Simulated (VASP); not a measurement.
Write the native input for VASP 6.6.1 that does the following.

```
Task                   : single point
Functional             : r2SCAN
Potentials or basis    : VASP PAW PBE potentials, release 64 (Ga_d, N_h)
Cutoff                 : 910 eV
k mesh                 : 8 × 8 × 8
Occupations            : gaussian, width 0.01 eV
Spin                   : no spin polarisation
Dipole correction      : no
Further INCAR settings : ALGO = Normal; EDIFF = 1e-06; NBANDS = 16
```

The system is GaN.

```xyz
2
Lattice="0.0000 2.0872 2.0872 2.0872 0.0000 2.0872 2.0872 2.0872 0.0000" Properties=species:S:1:pos:R:3 pbc="T T T"
Ga    0.0000    0.0000    0.0000
N     2.0872    2.0872    2.0872
```

These files were run (other wordings do the same):

POSCAR

```
GaN
1.0
    0.0000000000      2.0872156463      2.0872156463
    2.0872156463      0.0000000000      2.0872156463
    2.0872156463      2.0872156463      0.0000000000
Ga N
1 1
Direct
    0.0000000000      0.0000000000      0.0000000000
    0.5000000000      0.5000000000      0.5000000000
```

INCAR.step1

```
SYSTEM = GaN
ALGO = Normal ; EDIFF = 1E-5
ENCUT = 910 ; GGA = PE
GGA_COMPAT = .FALSE. ; ISMEAR = 0
LASPH = .TRUE. ; LCHARG = .FALSE.
LREAL = .FALSE. ; LWAVE = .TRUE.
NBANDS = 16 ; NELM = 120
PREC = Accurate ; SIGMA = 0.01
```

INCAR.step2

```
SYSTEM = GaN
ALGO = Normal ; EDIFF = 1E-6
ENCUT = 910 ; GGA_COMPAT = .FALSE.
ISIF = 2 ; ISMEAR = 0
ISTART = 1 ; LASPH = .TRUE.
LCHARG = .FALSE. ; LMIXTAU = .TRUE.
LREAL = .FALSE. ; LWAVE = .FALSE.
METAGGA = R2SCAN ; NBANDS = 16
NELM = 120 ; PREC = Accurate
SIGMA = 0.01
```

KPOINTS

```
k-points
0
G
  8 8 8
  0 0 0
```

Potentials or basis: VASP PAW PBE potentials, release 64 (Ga_d, N_h).

Command:

```bash
$ cat potpaw_PBE.64/Ga_d/POTCAR potpaw_PBE.64/N_h/POTCAR > POTCAR
$ cp INCAR.step1 INCAR
$ mpirun -np 1 vasp_std > vasp.out
$ cp INCAR.step2 INCAR
$ mpirun -np 1 vasp_std > vasp.out
```

Results of the run:

- Pressure: 9.2 GPa
- Band gap on the k mesh: 1.38 eV (least direct gap 3.82 eV)

Caveat: the cell stands under pressure; the structure was generated, so it needn't be the stable form of GaN; the PAW data sets were made with another functional, which shifts forces and pressure a little.

Run time: 49 s on 1 thread of Intel(R) Xeon(R) 6975P-C (Granite Rapids), with other jobs on the host, peak memory 0.18 GiB.
